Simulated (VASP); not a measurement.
# KF (Pm-3m) in VASP: settings compared

KF is run at these levels: PBE, r2SCAN; tasks: single point.

All numbers are computed with VASP 6.6.1; they aren't measurements. Logs are shortened: lines on timing, memory, paths and dates and some standing lists are left out, and cuts for length are marked.

**1. The cell of the first run**

It takes space group Pm-3m (No. 221, cubic). Conventional cell: a = 3.179 Å, b = 3.179 Å, c = 3.179 Å, α = 90.00°, β = 90.00°, γ = 90.00°. Within 3.6 Å of K (site symmetry m-3m) lie 8 F at 2.75 Å and 6 K at 3.18 Å. Within 3.6 Å of F (site symmetry m-3m) lie 8 K at 2.75 Å and 6 F at 3.18 Å.

**2. Single point, PBE**

Contents of INCAR:

```
  ALGO = Normal
  EDIFF = 1E-7
  ENCUT = 520
  GGA = PE
  ISIF = 2
  ISMEAR = 0
  LASPH = True
  LCHARG = True
  LELF = True
  LREAL = False
  LVHAR = True
  LWAVE = False
  NBANDS = 15
  NELM = 100
  PREC = Accurate
  SIGMA = 0.01
```

Contents of KPOINTS:

```
k-points
0
Gamma
  6 6 6
```

Contents of POSCAR:

```
KF
1.0
    3.1788706642      0.0000000000      0.0000000000
    0.0000000000      3.1788706642      0.0000000000
    0.0000000000      0.0000000000      3.1788706642
K F
1 1
Direct
    0.0000000000      0.0000000000      0.0000000000
    0.5000000000      0.5000000000      0.5000000000
```

Potentials or basis: VASP PAW PBE potentials, release 64 (K_sv, F).

Run with:

```bash
$ cat potpaw_PBE.64/K_sv/POTCAR potpaw_PBE.64/F/POTCAR > POTCAR
$ mpirun -np 1 vasp_std > vasp.out
```

OUTCAR:

```text
EDIFF = 1E-7
   ENCUT = 520
   GGA = PE
   ISIF = 2
   ISMEAR = 0
   LASPH = True
   LREAL = False
   NELM = 100
   PREC = Accurate

 ion  position               nearest neighbor table
   1  0.000  0.000  0.000-   2 2.75   2 2.75   2 2.75   2 2.75   2 2.75   2 2.75   2 2.75   2 2.75

   2  0.500  0.500  0.500-   1 2.75   1 2.75   1 2.75   1 2.75   1 2.75   1 2.75   1 2.75   1 2.75

  LATTYP: Found a simple cubic cell.
 ALAT       =     3.1788706642

  Lattice vectors:

 A1 = (   3.1788706642,   0.0000000000,   0.0000000000)
 A2 = (   0.0000000000,   3.1788706642,   0.0000000000)
 A3 = (   0.0000000000,   0.0000000000,   3.1788706642)

Analysis of symmetry for initial positions (statically):
=====================================================================
 Subroutine PRICEL returns:
 Original cell was already a primitive cell.

 Routine SETGRP: Setting up the symmetry group for a
 simple cubic supercell.

 Subroutine GETGRP returns: Found 48 space group operations
 (whereof 48 operations were pure point group operations)
 out of a pool of 48 trial point group operations.

The static configuration has the point symmetry O_h .

Analysis of symmetry for dynamics (positions and initial velocities):
=====================================================================
 Subroutine PRICEL returns:
 Original cell was already a primitive cell.

 Routine SETGRP: Setting up the symmetry group for a
 simple cubic supercell.

 Subroutine GETGRP returns: Found 48 space group operations
 (whereof 48 operations were pure point group operations)
 out of a pool of 48 trial point group operations.

The dynamic configuration has the point symmetry O_h .

 Subroutine INISYM returns: Found 48 space group operations
 (whereof 48 operations are pure point group operations),
 and found     1 'primitive' translations

----------------------------------------------------------------------------------------

                                     Primitive cell

  volume of cell :      32.1232

  direct lattice vectors                    reciprocal lattice vectors
     3.178870664  0.000000000  0.000000000     0.314577127  0.000000000  0.000000000
     0.000000000  3.178870664  0.000000000     0.000000000  0.314577127  0.000000000
     0.000000000  0.000000000  3.178870664     0.000000000  0.000000000  0.314577127

  length of vectors
     3.178870664  3.178870664  3.178870664     0.314577127  0.314577127  0.314577127

  position of ions in fractional coordinates (direct lattice)
     0.000000000  0.000000000  0.000000000
     0.500000000  0.500000000  0.500000000

  ion indices of the primitive-cell ions
   primitive index   ion index
                 1           1
                 2           2

----------------------------------------------------------------------------------------

 KPOINTS: k-points

Automatic generation of k-mesh.
 Grid dimensions read from file:
 generate k-points for:    6    6    6

 Generating k-lattice:

  Cartesian coordinates                     Fractional coordinates (reciprocal lattice)
     0.052429521  0.000000000  0.000000000     0.166666667  0.000000000  0.000000000
     0.000000000  0.052429521  0.000000000     0.000000000  0.166666667  0.000000000
     0.000000000  0.000000000  0.052429521     0.000000000  0.000000000  0.166666667

  Length of vectors
     0.052429521  0.052429521  0.052429521

  Shift w.r.t. Gamma in fractional coordinates (k-lattice)
     0.000000000  0.000000000  0.000000000

 Subroutine IBZKPT returns following result:
 ===========================================

 Found     20 irreducible k-points:

 Following reciprocal coordinates:
            Coordinates               Weight
  0.000000  0.000000  0.000000      1.000000
  0.166667  0.000000  0.000000      6.000000
  0.333333  0.000000  0.000000      6.000000
  0.500000  0.000000  0.000000      3.000000
  0.166667  0.166667  0.000000     12.000000
  0.333333  0.166667  0.000000     24.000000
[... 12 lines left out ...]
  0.500000  0.500000  0.333333      6.000000
  0.500000  0.500000  0.500000      1.000000
   k-points           NKPTS =     20   k-points in BZ     NKDIM =     20   number of bands    NBANDS=     15
   number of dos      NEDOS =    301   number of ions     NIONS =      2
   total plane-waves  NPLWV =  13824
   dimension x,y,z NGX =    24 NGY =   24 NGZ =   24
   dimension x,y,z NGXF=    48 NGYF=   48 NGZF=   48
   ions per type =               1   1
   NGX,Y,Z   is equivalent  to a cutoff of  12.55, 12.55, 12.55 a.u.
   NGXF,Y,Z  is equivalent  to a cutoff of  25.10, 25.10, 25.10 a.u.
 SYSTEM =  unknown system
   PREC   = accura    normal or accurate (medium, high low for compatibility)
   ISTART =      0    job   : 0-new  1-cont  2-samecut
   ICHARG =      2    charge: 1-file 2-atom 10-const
   ISPIN  =      1    spin polarized calculation?
   LNONCOLLINEAR =      F non collinear calculations
   LSORBIT =      F    spin-orbit coupling
   LASPH  =      T    aspherical Exc in radial PAW
   ENCUT  =  520.0 eV  38.22 Ry    6.18 a.u.   5.91  5.91  5.91*2*pi/ulx,y,z
   NELM   =    100;   NELMIN=  2; NELMDL= -5     # of ELM steps
   EDIFF  = 0.1E-06   stopping-criterion for ELM
   LREAL  =      F    real-space projection
   EDIFFG = 0.1E-05   stopping-criterion for IOM
   NSW    =      0    number of steps for IOM
   IBRION =     -1    ionic relax: 0-MD 1-quasi-New 2-CG
   NFREE  =      0    steps in history (QN), initial steepest desc. (CG)
   ISIF   =      2    stress and relaxation
   ISYM   =      2    0-nonsym 1-usesym 2-fastsym
   POTIM  = 0.5000    time-step for ionic-motion
   TEBEG  =    0.0;   TEEND  =   0.0 temperature during run
   PSTRESS=    0.0 pullay stress
   NELECT =      16.0000    total number of electrons
   NUPDOWN=      -1.0000    fix difference up-down
   EMIN   =  10.00;   EMAX   =-10.00  energy-range for DOS
   EFERMI =   0.00;   METHOD = LEGACY
   ISMEAR =     0;   SIGMA  =   0.01  broadening in eV -4-tet -1-fermi 0-gaus
   EFERMI_NEDOS =   21; number of points for ismear=-14 and -15
   IALGO  =     38    algorithm
   IMIX   =      4    mixing-type and parameters
     AMIX     =   0.40;   BMIX     =  1.00
     AMIX_MAG =   1.60;   BMIX_MAG =  1.00
  volume/ion in A,a.u.               =      16.06       108.39
  Fermi-wavevector in a.u.,A,eV,Ry     =   1.297703  2.452303 22.912660  1.684033
  Thomas-Fermi vector in A             =   2.429078
   LORBIT       =      0    0 simple, 1 ext, 2 COOP (PROOUT), +10 PAW based schemes
   GGA     = PE    functional components
   LHFCALC =     F    Hartree Fock is set to
   AEXX    =    0.0000 exact exchange contribution
   IVDW    =     0    specifies the selected vdW correction
   LEPSILON=     F    determine dielectric tensor
   LRPA    =     F    only Hartree local field effects (RPA)
 non-spin polarized calculation
 Gauss-broadening in eV      SIGMA  =   0.01
  energy-cutoff  :      520.00
  volume of cell :       32.12
 maximum number of plane-waves:       912
 NGX is ok and might be reduce to    24
   NGX = 11   NGY = 11   NGZ = 11

 number of electron      15.9999985 magnetization

 Free energy of the ion-electron system (eV)
  ---------------------------------------------------
  ext. energy  EPLUGINS =         0.00000000
  ---------------------------------------------------
  free energy    TOTEN  =        -8.06831898 eV

  energy without entropy =       -8.06831898  energy(sigma->0) =       -8.06831898

 E-fermi :  -1.6520     XC(G=0):  -9.3917

 val. band max:       -1.7924674579   @ k =   0.5000   0.5000   0.0000
 cond. band min:       5.0041568003   @ k =   0.0000   0.0000   0.0000
 fundamental gap:      6.7966242581
 Fermi energy:        -1.6519868009

 k-point     1 :       0.0000    0.0000    0.0000
  band No.  band energies     occupation
      1     -28.6514      2.00000
      2     -20.7571      2.00000
      3     -11.5832      2.00000
      4     -11.5832      2.00000
      5     -11.5832      2.00000
      6      -1.8300      2.00000
      7      -1.8300      2.00000
      8      -1.8300      2.00000
      9       5.0042      0.00000
     10       6.5819      0.00000
     11       6.5819      0.00000
     12      12.4923      0.00000
     13      12.4923      0.00000
     14      12.4923      0.00000
     15      20.2384      0.00000

 k-point     2 :       0.1667    0.0000    0.0000
  band No.  band energies     occupation
      1     -28.6104      2.00000
      2     -20.7704      2.00000
      3     -11.7940      2.00000
      4     -11.5489      2.00000
      5     -11.5489      2.00000
      6      -2.2025      2.00000
      7      -1.8655      2.00000
      8      -1.8655      2.00000
      9       5.7496      0.00000
     10       6.8044      0.00000
     11       7.2739      0.00000
     12      12.0396      0.00000
     13      12.0396      0.00000
     14      12.5815      0.00000
     15      18.4250      0.00000

 k-point     3 :       0.3333    0.0000    0.0000
  band No.  band energies     occupation
      1     -28.5266      2.00000
      2     -20.8006      2.00000
      3     -12.1839      2.00000
      4     -11.4790      2.00000
      5     -11.4790      2.00000
      6      -2.8391      2.00000
      7      -1.9401      2.00000
      8      -1.9401      2.00000
      9       7.2476      0.00000
     10       7.3263      0.00000
     11       8.8755      0.00000
     12      11.3160      0.00000
     13      11.3160      0.00000
     14      12.7687      0.00000
     15      16.4273      0.00000
[... 271 lines left out ...]
 k-point    19 :       0.5000    0.5000    0.3333
  band No.  band energies     occupation
      1     -28.2573      2.00000
      2     -20.5935      2.00000
      3     -12.3282      2.00000
      4     -12.3282      2.00000
      5     -12.0457      2.00000
      6      -2.8226      2.00000
      7      -2.8226      2.00000
      8      -2.7002      2.00000
      9       8.4633      0.00000
     10       9.2320      0.00000
     11       9.2320      0.00000
     12      11.0339      0.00000
     13      14.1588      0.00000
     14      14.1588      0.00000
     15      14.2910      0.00000

 k-point    20 :       0.5000    0.5000    0.5000
  band No.  band energies     occupation
      1     -28.2259      2.00000
      2     -20.5700      2.00000
      3     -12.2628      2.00000
      4     -12.2628      2.00000
      5     -12.2628      2.00000
      6      -2.9611      2.00000
      7      -2.9611      2.00000
      8      -2.9611      2.00000
      9       8.9893      0.00000
     10       8.9893      0.00000
     11       8.9893      0.00000
     12      14.2779      0.00000
     13      14.2779      0.00000
     14      14.2779      0.00000
     15      14.3344      0.00000

------------------------ aborting loop because EDIFF is reached ----------------------------------------

  FORCE on cell =-STRESS in cart. coord.  units (eV):
  Direction    XX          YY          ZZ          XY          YZ          ZX
  --------------------------------------------------------------------------------------
  -------------------------------------------------------------------------------------
  Total        0.6002532      0.6002532      0.6002532      0.0000000      0.0000000     -0.0000000
  in kB       29.9382542     29.9382542     29.9382542      0.0000000      0.0000000     -0.0000000
  external PRESSURE =      29.9382542 kB  Pullay stress =       0.0000000 kB

 VOLUME and BASIS-vectors are now :
 -----------------------------------------------------------------------------
  energy-cutoff  :      520.00
  volume of cell :       32.12
      direct lattice vectors                 reciprocal lattice vectors
     3.178870664  0.000000000  0.000000000     0.314577127  0.000000000  0.000000000
     0.000000000  3.178870664  0.000000000     0.000000000  0.314577127  0.000000000
     0.000000000  0.000000000  3.178870664     0.000000000  0.000000000  0.314577127

 POSITION                                       TOTAL-FORCE (eV/Angst)
 -----------------------------------------------------------------------------------
      0.00000      0.00000      0.00000         0.000000      0.000000      0.000000
      1.58944      1.58944      1.58944         0.000000      0.000000      0.000000
 -----------------------------------------------------------------------------------
    total drift:                                0.000000      0.000000     -0.000000

  FREE ENERGIE OF THE ION-ELECTRON SYSTEM (eV)
  ---------------------------------------------------
  free  energy   TOTEN  =        -8.0683189802 eV

  energy  without entropy=       -8.0683189802  energy(sigma->0) =       -8.06831898
```

It took 7.3 s on 1 thread of Intel Xeon 8259CL, shared host; peak memory 0.14 GiB.

What came out:

| Property | Result |
| --- | --- |
| Free energy | -8.0683 eV |
| Pressure | 3.0 GPa |
| Band gap on the k mesh | 6.80 eV (least direct gap 6.83 eV) |

A k mesh can miss the band edges.

[end of part 1 of 2]
